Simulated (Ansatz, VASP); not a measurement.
# Two plane-wave programs on NaCl

File POSCAR:

```
NaCl
1.0
    0.0000000000      2.8317500000      2.8317500000
    2.8317500000      0.0000000000      2.8317500000
    2.8317500000      2.8317500000      0.0000000000
Na Cl
1 1
Direct
    0.0000000000      0.0000000000      0.0000000000
    0.5000000000      0.5000000000      0.5000000000
```

The input INCAR.step1:

```
SYSTEM = NaCl
PREC = Accurate
ENCUT = 520
ISMEAR = 0
SIGMA = 0.05
LREAL = .FALSE.
LASPH = .TRUE.
NELM = 80
NBANDS = 14
GGA = PE
ALGO = Normal
EDIFF = 1E-4
LWAVE = .TRUE.
LCHARG = .FALSE.
```

The input INCAR.step2:

```
SYSTEM = NaCl
PREC = Accurate
ENCUT = 520
EDIFF = 1E-6
ISMEAR = 0
SIGMA = 0.05
LREAL = .FALSE.
LASPH = .TRUE.
NELM = 80
ALGO = Normal
ISIF = 2
LWAVE = .FALSE.
LCHARG = .FALSE.
METAGGA = R2SCAN
LMIXTAU = .TRUE.
NBANDS = 14
ISTART = 1
```

File KPOINTS:

```
regular mesh
0
G
  8 8 8
  0 0 0
```

Input for Ansatz:

```yaml
crystal:
  lattice:
    - [0.0, 2.83175, 2.83175]
    - [2.83175, 0.0, 2.83175]
    - [2.83175, 2.83175, 0.0]
  atoms:
    - { symbol: Na, position: [0.0, 0.0, 0.0] }
    - { symbol: Cl, position: [0.5, 0.5, 0.5] }
basis:
  ecutwfc: 500
kpoints:
  mp_grid: { grid: [8, 8, 8] }
hamiltonian:
  xc: r2scan
scf:
  occupations: { method: gaussian, width: 0.05 }
output:
  forces: true
  stress: true
  eigenvalues: true
```

Alike in both runs: task single point; functional r2SCAN; k mesh 8 × 8 × 8; occupations gaussian, width 0.05 eV; no spin polarisation.

|  | VASP | Ansatz |
| --- | --- | --- |
| version | VASP 6.6.1 | Ansatz 0.2.0 |
| potentials or method | VASP PAW PBE potentials, release 64 (Na_pv, Cl), cutoff 520 eV | scalar-relativistic, plane waves, PAW |
| valence electrons in the cell | 14 | 16 |

Ansatz gave:

| Property | Result |
| --- | --- |
| gap on the k mesh at the Fermi level (eV) | 5.85 |
| least direct gap on the mesh (eV) | 5.85 |
| pressure (GPa) | -0.8 |

**Question.** What did VASP give for the same quantities?

**Answer.** gap on the k mesh at the Fermi level (eV): 5.87; least direct gap on the mesh (eV): 5.87; pressure (GPa): -1.0.

VASP's potentials were made for PBE, not for r2SCAN. With one functional, cell and mesh, what is left measures potentials, basis and numerics. VASP's potentials hold 14 valence electrons a cell and Ansatz's 16, so a difference there can come from the potentials and not from the codes.
